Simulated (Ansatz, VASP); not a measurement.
One calculation of Mg3CdTe4, two programs

File INCAR:

```
PREC = Accurate
ENCUT = 600
EDIFF = 1E-6
ISMEAR = 0
SIGMA = 0.02
LREAL = False
LASPH = True
NELM = 80
ALGO = Normal
ISIF = 3
LWAVE = False
LCHARG = False
GGA = PE
IBRION = 2
NSW = 100
EDIFFG = -0.01
```

Contents of KPOINTS:

```
regular mesh
0
Gamma
  12 12 4
```

POSCAR

```
Mg3CdTe4
1.0
    4.2680687000      0.0000000000      0.0000000000
   -2.1340344000      3.6962560000      0.0000000000
    0.0000000000      0.0000000000     13.8542928000
Mg Cd Te
3 1 4
Direct
    0.0000000000      0.0000000000      0.0000000000
    0.0000000000      0.0000000000      0.7522140000
    0.0000000000      0.0000000000      0.2477860000
    0.0000000000      0.0000000000      0.5000000000
    0.3333333000      0.6666667000      0.8764130000
    0.3333333000      0.6666667000      0.3697910000
    0.6666667000      0.3333333000      0.1235870000
    0.6666667000      0.3333333000      0.6302090000
```

Input for Ansatz:

```yaml
crystal:
  lattice:
    - [4.2680687, 0.0, 0.0]
    - [-2.1340344, 3.696256, 0.0]
    - [0.0, 0.0, 13.8542928]
  atoms:
    - { symbol: Mg, position: [0.0, 0.0, 0.0] }
    - { symbol: Mg, position: [0.0, 0.0, 0.752214] }
    - { symbol: Mg, position: [0.0, 0.0, 0.247786] }
    - { symbol: Cd, position: [0.0, 0.0, 0.5] }
    - { symbol: Te, position: [0.3333333, 0.6666667, 0.876413] }
    - { symbol: Te, position: [0.3333333, 0.6666667, 0.369791] }
    - { symbol: Te, position: [0.6666667, 0.3333333, 0.123587] }
    - { symbol: Te, position: [0.6666667, 0.3333333, 0.630209] }
basis:
  ecutwfc: 420
kpoints:
  mp_grid: { grid: [12, 12, 4] }
hamiltonian:
  xc: pbe
scf:
  occupations: { method: gaussian, width: 0.02 }
output:
  forces: true
  stress: true
  eigenvalues: true
  write_density: true
  write_potential: true
  elf: true
  volumetric_format: npy
relax:
  adjacent_minimum: "off"
  f_tol: 0.01
  max_steps: 80
  cell: { stress_tol: 0.05 }
```

Alike in both runs: task relaxation of cell and atoms; functional PBE; k mesh 12 × 12 × 4; occupations gaussian, width 0.02 eV; no spin polarisation.

|  | VASP | Ansatz |
| --- | --- | --- |
| version | VASP 6.6.1 | Ansatz 0.2.0 |
| potentials or method | VASP PAW PBE potentials, release 64 (Mg, Cd, Te), cutoff 600 eV | scalar-relativistic, plane waves, PAW |
| valence electrons in the cell | 42 | 114 |

```csv
,VASP,Ansatz,Ansatz less VASP
"gap on the k mesh at the Fermi level, each at its own relaxed structure (eV)",0.36,0.38,+0.020
relaxed volume (Å³/atom),27.29,27.32,+0.034
relaxed cell length with the largest relative difference (Å),13.842,13.854,+0.0122
```

VASP's potentials hold 42 valence electrons a cell and Ansatz's 114, so a difference there can come from the potentials and not from the codes.

Neither program's run includes spin-orbit coupling.
